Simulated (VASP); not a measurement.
Write the native input for VASP 6.6.1 that does the following.

```
Task                   : single point
Functional             : r2SCAN
Potentials or basis    : VASP PAW PBE potentials, release 64 (Al, Cu)
Cutoff                 : 520 eV
k mesh                 : 10 × 10 × 6
Occupations            : gaussian, width 0.1 eV
Spin                   : no spin polarisation
Dipole correction      : no
Further INCAR settings : ALGO = Normal; EDIFF = 1e-07; NBANDS = 26
```

Al2Cu:

```
Al Cu
1.0
     2.98176    2.98176    0.00000
    -2.86797    2.86797    0.00000
     0.00000    0.00000    5.65059
Al Cu
4 2
Direct
  0.50000 0.00000 0.25276
  0.00000 0.50000 0.24724
  0.00000 0.50000 0.75276
  0.50000 0.00000 0.74724
  0.00000 0.00000 0.50000
  0.50000 0.50000 0.00000
```

This cell differs from its parent crystal: uniaxial strain along a: +4.0 %, then relaxed in part.

These files were run (other wordings do the same):

POSCAR

```
Al2Cu
1.0
    2.9817564420      2.9817564420      0.0000000000
   -2.8679719661      2.8679719661      0.0000000000
    0.0000000000      0.0000000000      5.6505917951
Al Cu
4 2
Direct
    0.5000000000      0.0000000000      0.2527550473
    0.0000000000      0.5000000000      0.2472449527
    0.0000000000      0.5000000000      0.7527550473
    0.5000000000      0.0000000000      0.7472449527
    0.0000000000      0.0000000000      0.5000000000
    0.5000000000      0.5000000000      0.0000000000
```

INCAR.step1

```
SYSTEM = Al2Cu
PREC     = Accurate       ! precision mode
ENCUT    = 520            ! plane-wave cutoff, eV
ISMEAR   = 0              ! smearing method
SIGMA    = 0.1            ! smearing width, eV
LREAL    = .False.        ! projectors in reciprocal space
LASPH    = .True.         ! aspherical terms in the spheres
NELM     = 80             ! most SCF steps
NBANDS   = 26             ! bands
GGA      = PE             ! functional
ALGO     = Normal         ! electronic algorithm
EDIFF    = 1E-4           ! SCF threshold, eV
LWAVE    = .True.         ! write WAVECAR
LCHARG   = .False.        ! write CHGCAR
```

INCAR.step2

```
SYSTEM = Al2Cu
PREC     = Accurate       ! precision mode
ENCUT    = 520            ! plane-wave cutoff, eV
EDIFF    = 1E-7           ! SCF threshold, eV
ISMEAR   = 0              ! smearing method
SIGMA    = 0.1            ! smearing width, eV
LREAL    = .False.        ! projectors in reciprocal space
LASPH    = .True.         ! aspherical terms in the spheres
NELM     = 80             ! most SCF steps
ALGO     = Normal         ! electronic algorithm
ISIF     = 2              ! what is computed and relaxed
LWAVE    = .False.        ! write WAVECAR
LCHARG   = .False.        ! write CHGCAR
METAGGA  = R2SCAN         ! meta-GGA
LMIXTAU  = .True.       
NBANDS   = 26             ! bands
ISTART   = 1
```

KPOINTS

```
regular mesh
0
Gamma
  10 10 6
  0 0 0
```

Potentials or basis: VASP PAW PBE potentials, release 64 (Al, Cu).

Run with:

```console
$ cat potpaw_PBE.64/Al/POTCAR potpaw_PBE.64/Cu/POTCAR > POTCAR
$ cp INCAR.step1 INCAR
$ mpirun -np 1 vasp_std > vasp.out
$ cp INCAR.step2 INCAR
$ mpirun -np 1 vasp_std > vasp.out
```

Results of the run:

The pressure is -2.5 GPa. The band gap on the k mesh is zero (bands 17 and 18 overlap by 4.21 eV).

Caveat: the cell differs from its parent crystal (uniaxial strain along a: +4.0 %, then relaxed in part); the PAW data sets were made with another functional, which shifts forces and pressure a little.

Wall time 13 min on 1 thread of AMD EPYC 9R45 96-Core Processor (Zen 5) (shared host), peak memory 0.39 GiB.
